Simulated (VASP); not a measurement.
# BiTe (Fmmm) in VASP: a series of runs

Runs on BiTe. Level: PBE. Tasks: single point.

Program: VASP 6.6.1. These are calculated values, not measurements. Logs are shortened: lines on timing, memory, paths and dates and some standing lists are left out, and cuts for length are marked.

### Step 1. The cell of the first run

It takes space group Fmmm (No. 69, orthorhombic). The conventional cell has a = 6.381 Å, b = 6.502 Å, c = 6.624 Å, α = 90.00°, β = 90.00°, γ = 90.00°. Bi (site symmetry mmm) has 6 Te at 3.19 to 3.31 Å within 4.2 Å. Within 4.2 Å of Te (site symmetry mmm) lie 6 Bi at 3.19 to 3.31 Å.

### Step 2. Single point, PBE (strain +0.0187 x Voigt [1, -1, 0, 0, 0, 0])

Input file INCAR:

```
SYSTEM = BiTe
PREC     = Accurate       ! precision mode
ENCUT    = 520            ! plane-wave cutoff, eV
EDIFF    = 1E-6           ! SCF threshold, eV
ISMEAR   = 0              ! smearing method
SIGMA    = 0.15           ! smearing width, eV
LREAL    = .FALSE.        ! projectors in reciprocal space
LASPH    = .TRUE.         ! aspherical terms in the spheres
NELM     = 60             ! most SCF steps
ALGO     = Normal         ! electronic algorithm
ISIF     = 2              ! what is computed and relaxed
LWAVE    = .FALSE.        ! write WAVECAR
LCHARG   = .FALSE.        ! write CHGCAR
GGA      = PE             ! functional
NBANDS   = 18             ! bands
```

Input file KPOINTS:

```
Automatic mesh
0
G
  16 16 16
  0 0 0
```

Input file POSCAR:

```
BiTe
1.0
    0.0000000000      3.1903968311      3.2511941619
    3.3119914927      0.0000000000      3.2511941619
    3.3119914927      3.1903968311      0.0000000000
Bi Te
1 1
Direct
    0.0000000000      0.0000000000      0.0000000000
    0.5000000000      0.5000000000      0.5000000000
```

Potentials or basis: VASP PAW PBE potentials, release 64 (Bi_d, Te).

Started as:

```console
$ cat potpaw_PBE.64/Bi_d/POTCAR potpaw_PBE.64/Te/POTCAR > POTCAR
$ mpirun -np 1 vasp_std > vasp.out
```

OUTCAR:

```text
SYSTEM = BiTe
   PREC = Accurate
   ENCUT = 520
   EDIFF = 1E-6
   ISMEAR = 0
   LREAL = .FALSE.
   LASPH = .TRUE.
   NELM = 60
   ISIF = 2
   GGA = PE

 ion  position               nearest neighbor table
   1  0.000  0.000  0.000-   2 3.19   2 3.19   2 3.25   2 3.25   2 3.31   2 3.31
   2  0.500  0.500  0.500-   1 3.19   1 3.19   1 3.25   1 3.25   1 3.31   1 3.31

  LATTYP: Found a face centered orthorhombic cell.
 ALAT       =     6.3807936622
 B/A-ratio  =     1.0190563538
 C/A-ratio  =     1.0381127076

  Lattice vectors:

 A1 = (  -3.3119914927,   0.0000000000,  -3.2511941619)
 A2 = (  -3.3119914927,   3.1903968311,   0.0000000000)
 A3 = (   0.0000000000,   3.1903968311,  -3.2511941619)

Analysis of symmetry for initial positions (statically):
=====================================================================
 Subroutine PRICEL returns:
 Original cell was already a primitive cell.

 Routine SETGRP: Setting up the symmetry group for a
 face centered orthorhombic supercell.

 Subroutine GETGRP returns: Found  8 space group operations
 (whereof  8 operations were pure point group operations)
 out of a pool of  8 trial point group operations.

The static configuration has the point symmetry D_2h.

Analysis of symmetry for dynamics (positions and initial velocities):
=====================================================================
 Subroutine PRICEL returns:
 Original cell was already a primitive cell.

 Routine SETGRP: Setting up the symmetry group for a
 face centered orthorhombic supercell.

 Subroutine GETGRP returns: Found  8 space group operations
 (whereof  8 operations were pure point group operations)
 out of a pool of  8 trial point group operations.

The dynamic configuration has the point symmetry D_2h.

 Subroutine INISYM returns: Found  8 space group operations
 (whereof  8 operations are pure point group operations),
 and found     1 'primitive' translations

----------------------------------------------------------------------------------------

                                     Primitive cell

  volume of cell :      68.7079

  direct lattice vectors                    reciprocal lattice vectors
     0.000000000  3.190396831  3.251194162    -0.150966571  0.156720316  0.153789646
     3.311991493  0.000000000  3.251194162     0.150966571 -0.156720316  0.153789646
     3.311991493  3.190396831  0.000000000     0.150966571  0.156720316 -0.153789646

  length of vectors
     4.555095544  4.641072196  4.598686724     0.266464666  0.266464666  0.266464666

  position of ions in fractional coordinates (direct lattice)
     0.000000000  0.000000000  0.000000000
     0.500000000  0.500000000  0.500000000

  ion indices of the primitive-cell ions
   primitive index   ion index
                 1           1
                 2           2

----------------------------------------------------------------------------------------

 KPOINTS: Automatic mesh

Automatic generation of k-mesh.
 Grid dimensions read from file:
 generate k-points for:   16   16   16

 Generating k-lattice:

  Cartesian coordinates                     Fractional coordinates (reciprocal lattice)
    -0.009435411  0.009795020  0.009611853     0.062500000  0.000000000  0.000000000
     0.009435411 -0.009795020  0.009611853     0.000000000  0.062500000 -0.000000000
     0.009435411  0.009795020 -0.009611853     0.000000000 -0.000000000  0.062500000

  Length of vectors
     0.016654042  0.016654042  0.016654042

  Shift w.r.t. Gamma in fractional coordinates (k-lattice)
     0.000000000  0.000000000  0.000000000

 Subroutine IBZKPT returns following result:
 ===========================================

 Found    621 irreducible k-points:

 Following reciprocal coordinates:
            Coordinates               Weight
  0.000000  0.000000  0.000000      1.000000
  0.062500 -0.000000 -0.000000      8.000000
  0.125000 -0.000000 -0.000000      8.000000
  0.187500 -0.000000 -0.000000      8.000000
  0.250000 -0.000000 -0.000000      8.000000
  0.312500 -0.000000 -0.000000      8.000000
[... 16 lines left out ...]
 -0.125000  0.062500  0.000000      8.000000
 -0.062500  0.062500  0.000000      4.000000
 [... further k-points ...]
   k-points           NKPTS =    621   k-points in BZ     NKDIM =    621   number of bands    NBANDS=     18
   number of dos      NEDOS =    301   number of ions     NIONS =      2
   total plane-waves  NPLWV =  46656
   dimension x,y,z NGX =    36 NGY =   36 NGZ =   36
   dimension x,y,z NGXF=    72 NGYF=   72 NGZF=   72
   ions per type =               1   1
   NGX,Y,Z   is equivalent  to a cutoff of  13.14, 12.90, 13.01 a.u.
   NGXF,Y,Z  is equivalent  to a cutoff of  26.28, 25.79, 26.03 a.u.
 SYSTEM =  BiTe
   PREC   = accura    normal or accurate (medium, high low for compatibility)
   ISTART =      0    job   : 0-new  1-cont  2-samecut
   ICHARG =      2    charge: 1-file 2-atom 10-const
   ISPIN  =      1    spin polarized calculation?
   LNONCOLLINEAR =      F non collinear calculations
   LSORBIT =      F    spin-orbit coupling
   LASPH  =      T    aspherical Exc in radial PAW
   ENCUT  =  520.0 eV  38.22 Ry    6.18 a.u.   8.47  8.63  8.55*2*pi/ulx,y,z
   NELM   =     60;   NELMIN=  2; NELMDL= -5     # of ELM steps
   EDIFF  = 0.1E-05   stopping-criterion for ELM
   LREAL  =      F    real-space projection
   EDIFFG = 0.1E-04   stopping-criterion for IOM
   NSW    =      0    number of steps for IOM
   IBRION =     -1    ionic relax: 0-MD 1-quasi-New 2-CG
   NFREE  =      0    steps in history (QN), initial steepest desc. (CG)
   ISIF   =      2    stress and relaxation
   ISYM   =      2    0-nonsym 1-usesym 2-fastsym
   POTIM  = 0.5000    time-step for ionic-motion
   TEBEG  =    0.0;   TEEND  =   0.0 temperature during run
   PSTRESS=    0.0 pullay stress
   NELECT =      21.0000    total number of electrons
   NUPDOWN=      -1.0000    fix difference up-down
   EMIN   =  10.00;   EMAX   =-10.00  energy-range for DOS
   EFERMI =   0.00;   METHOD = LEGACY
   ISMEAR =     0;   SIGMA  =   0.15  broadening in eV -4-tet -1-fermi 0-gaus
   EFERMI_NEDOS =   21; number of points for ismear=-14 and -15
   IALGO  =     38    algorithm
   IMIX   =      4    mixing-type and parameters
     AMIX     =   0.40;   BMIX     =  1.00
     AMIX_MAG =   1.60;   BMIX_MAG =  1.00
  volume/ion in A,a.u.               =      34.35       231.83
  Fermi-wavevector in a.u.,A,eV,Ry     =   1.102755  2.083905 16.545614  1.216068
  Thomas-Fermi vector in A             =   2.239203
   LORBIT       =      0    0 simple, 1 ext, 2 COOP (PROOUT), +10 PAW based schemes
   GGA     = PE    functional components
   LHFCALC =     F    Hartree Fock is set to
   AEXX    =    0.0000 exact exchange contribution
   IVDW    =     0    specifies the selected vdW correction
   LEPSILON=     F    determine dielectric tensor
   LRPA    =     F    only Hartree local field effects (RPA)
 non-spin polarized calculation
 Gauss-broadening in eV      SIGMA  =   0.15
  energy-cutoff  :      520.00
  volume of cell :       68.71
 maximum number of plane-waves:      1874
 NGX is ok and might be reduce to    36
   NGX = 17   NGY = 17   NGZ = 17

 number of electron      20.9999996 magnetization

 Free energy of the ion-electron system (eV)
  ---------------------------------------------------
  ext. energy  EPLUGINS =         0.00000000
  ---------------------------------------------------
  free energy    TOTEN  =        -7.16984454 eV

  energy without entropy =       -7.15341260  energy(sigma->0) =       -7.16162857

 E-fermi :   6.4796     XC(G=0):  -9.3677

 val. band max:        6.4772484858   @ k =   0.3750  -0.3125   0.2500
 cond. band min:       6.4811707332   @ k =   0.5000   0.1875   0.3125
 fundamental gap:      0.0039222474
 Fermi energy:         6.4796415440

 k-point     1 :       0.0000    0.0000    0.0000
  band No.  band energies     occupation
      1     -16.6828      2.00000
      2     -16.6780      2.00000
      3     -16.6707      2.00000
      4     -16.6621      2.00000
      5     -16.6609      2.00000
      6      -6.9582      2.00000
[... 10 lines left out ...]
     17      12.3139      0.00000
     18      13.0305      0.00000

 k-point     2 :       0.0625   -0.0000   -0.0000
  band No.  band energies     occupation
      1     -16.6830      2.00000
      2     -16.6778      2.00000
      3     -16.6706      2.00000
      4     -16.6622      2.00000
      5     -16.6607      2.00000
      6      -6.9240      2.00000
[... 10 lines left out ...]
     17      12.5443      0.00000
     18      13.2200      0.00000

 k-point     3 :       0.1250   -0.0000   -0.0000
  band No.  band energies     occupation
      1     -16.6834      2.00000
      2     -16.6773      2.00000
      3     -16.6702      2.00000
      4     -16.6623      2.00000
      5     -16.6604      2.00000
      6      -6.8214      2.00000
[... 10 lines left out ...]
     17      13.1416      0.00000
     18      13.7785      0.00000

 k-point     4 :       0.1875   -0.0000   -0.0000
  band No.  band energies     occupation
      1     -16.6841      2.00000
      2     -16.6766      2.00000
      3     -16.6696      2.00000
      4     -16.6624      2.00000
      5     -16.6598      2.00000
      6      -6.6518      2.00000
[... 375 lines left out ...]
      4     -16.6623      2.00000
      5     -16.6598      2.00000
      6      -6.5515      2.00000
[... 10 lines left out ...]
     17      13.9198      0.00000
     18      14.8447      0.00000

 k-point    23 :      -0.1250    0.0625    0.0000
  band No.  band energies     occupation
      1     -16.6837      2.00000
      2     -16.6772      2.00000
      3     -16.6694      2.00000
      4     -16.6623      2.00000
      5     -16.6604      2.00000
      6      -6.7424      2.00000
[... 10 lines left out ...]
     17      13.2376      0.00000
     18      13.9901      0.00000

 k-point    24 :      -0.0625    0.0625    0.0000
  band No.  band energies     occupation
      1     -16.6832      2.00000
      2     -16.6777      2.00000
      3     -16.6700      2.00000
      4     -16.6623      2.00000
      5     -16.6607      2.00000
      6      -6.8670      2.00000
[... 10 lines left out ...]
     17      12.8313      0.00000
     18      13.3345      0.00000

 [... further k-points ...]

------------------------ aborting loop because EDIFF is reached ----------------------------------------

  FORCE on cell =-STRESS in cart. coord.  units (eV):
  Direction    XX          YY          ZZ          XY          YZ          ZX
  --------------------------------------------------------------------------------------
  -------------------------------------------------------------------------------------
  Total       -0.6077574      0.6854289      0.0029806      0.0000000      0.0000000      0.0000000
  in kB      -14.1720945     15.9832890      0.0695030      0.0000000      0.0000000      0.0000000
  external PRESSURE =       0.6268992 kB  Pullay stress =       0.0000000 kB

 VOLUME and BASIS-vectors are now :
 -----------------------------------------------------------------------------
  energy-cutoff  :      520.00
  volume of cell :       68.71
      direct lattice vectors                 reciprocal lattice vectors
     0.000000000  3.190396831  3.251194162    -0.150966571  0.156720316  0.153789646
     3.311991493  0.000000000  3.251194162     0.150966571 -0.156720316  0.153789646
     3.311991493  3.190396831  0.000000000     0.150966571  0.156720316 -0.153789646

 POSITION                                       TOTAL-FORCE (eV/Angst)
 -----------------------------------------------------------------------------------
      0.00000      0.00000      0.00000         0.000000      0.000000      0.000000
      3.31199      3.19040      3.25119        -0.000000      0.000000      0.000000
 -----------------------------------------------------------------------------------
    total drift:                               -0.000000      0.000000      0.000000

  FREE ENERGIE OF THE ION-ELECTRON SYSTEM (eV)
  ---------------------------------------------------
  free  energy   TOTEN  =        -7.1698445401 eV

  energy  without entropy=       -7.1534125958  energy(sigma->0) =       -7.16162857
```

Run time: 15 min. Hardware: 1 thread of Intel Xeon 8259CL, shared host; peak memory 0.82 GiB.

What came out:

| Property | Result |
| --- | --- |
| Free energy | -7.1698 eV |
| Pressure | 0.1 GPa |
| Band gap on the k mesh | zero (an odd number of electrons rules out a gap without spin polarisation) |

Levels at points of the mesh, in eV from the Fermi level:
```tsv
k point	band 6	band 7	band 8	band 9	band 10	band 11	band 12	band 13	band 14	band 15
(0.00, 0.00, 0.00)	-13.44	-8.18	-2.76	-2.51	-2.27	1.71	2.11	2.55	4.55	4.69
(0.50, 0.00, 0.00)	-11.52	-11.21	-1.93	-1.88	-1.57	-0.85	-0.63	-0.54	7.28	7.71
(0.50, 0.50, 0.00)	-11.73	-9.95	-5.57	-4.19	-3.71	2.30	3.08	3.97	4.85	8.40
(0.50, 0.00, 0.50)	-11.53	-10.16	-5.64	-4.10	-3.86	2.26	3.24	3.67	5.13	8.56
(0.00, 0.50, 0.50)	-11.91	-9.76	-5.50	-4.05	-3.81	2.33	3.36	3.82	4.58	8.55
```

Caveat: the cell differs from its parent crystal (strain +0.0187 x Voigt [1, -1, 0, 0, 0, 0]); spin-orbit coupling is left out, which moves the levels of the heavy elements.

### Step 3. Single point, PBE (strain +0.0562 x Voigt [1, -1, 0, 0, 0, 0])

Input file INCAR:

```
PREC = Accurate
ENCUT = 520
EDIFF = 1E-6
ISMEAR = 0
SIGMA = 0.15
LREAL = F
LASPH = T
NELM = 100
ALGO = Normal
ISIF = 2
LWAVE = F
LCHARG = F
GGA = PE
NBANDS = 18
```

Input file KPOINTS:

```
regular mesh
0
Gamma
  16 16 16
```

Input file POSCAR:

```
BiTe
1.0
    0.0000000000      3.0684770500      3.2511941619
    3.4339112738      0.0000000000      3.2511941619
    3.4339112738      3.0684770500      0.0000000000
Bi Te
1 1
Direct
    0.0000000000      0.0000000000      0.0000000000
    0.5000000000      0.5000000000      0.5000000000
```

Potentials or basis: VASP PAW PBE potentials, release 64 (Bi_d, Te).

Started as:

```console
$ cat potpaw_PBE.64/Bi_d/POTCAR potpaw_PBE.64/Te/POTCAR > POTCAR
$ mpirun -np 1 vasp_std > vasp.out
```

Run time: 13 min. Hardware: 1 thread of Intel Xeon 8259CL, shared host; peak memory 0.78 GiB.

The run converged. Its results:

* Free energy: -7.0703 eV
* Pressure: 1.0 GPa
* Band gap on the k mesh: zero (an odd number of electrons rules out a gap without spin polarisation)

Stress tensor (GPa, compression positive):
```
-3.13  0.00  0.00
 0.00  5.98  0.00
 0.00  0.00  0.17
```

Levels at points of the mesh, in eV from the Fermi level:
| k point | band 7 | band 8 | band 9 | band 10 | band 11 | band 12 | band 13 | band 14 |
| --- | --- | --- | --- | --- | --- | --- | --- | --- |
| (0.00, 0.00, 0.00) | -8.11 | -3.30 | -2.47 | -1.84 | 0.97 | 2.03 | 3.51 | 4.30 |
| (0.50, 0.00, 0.00) | -11.29 | -2.05 | -1.90 | -1.37 | -1.00 | -0.68 | -0.32 | 7.26 |
| (0.50, 0.50, 0.00) | -9.89 | -5.63 | -4.69 | -3.24 | 2.27 | 2.35 | 4.89 | 4.95 |
| (0.50, 0.00, 0.50) | -10.56 | -5.84 | -4.41 | -3.74 | 2.19 | 2.80 | 3.97 | 5.80 |
| (0.00, 0.50, 0.50) | -9.37 | -5.41 | -4.31 | -3.52 | 2.40 | 3.02 | 4.14 | 4.53 |

Caveat: the cell differs from its parent crystal (strain +0.0562 x Voigt [1, -1, 0, 0, 0, 0]); the stress differs along the axes, from -3 to 6 GPa; spin-orbit coupling is left out, which moves the levels of the heavy elements.
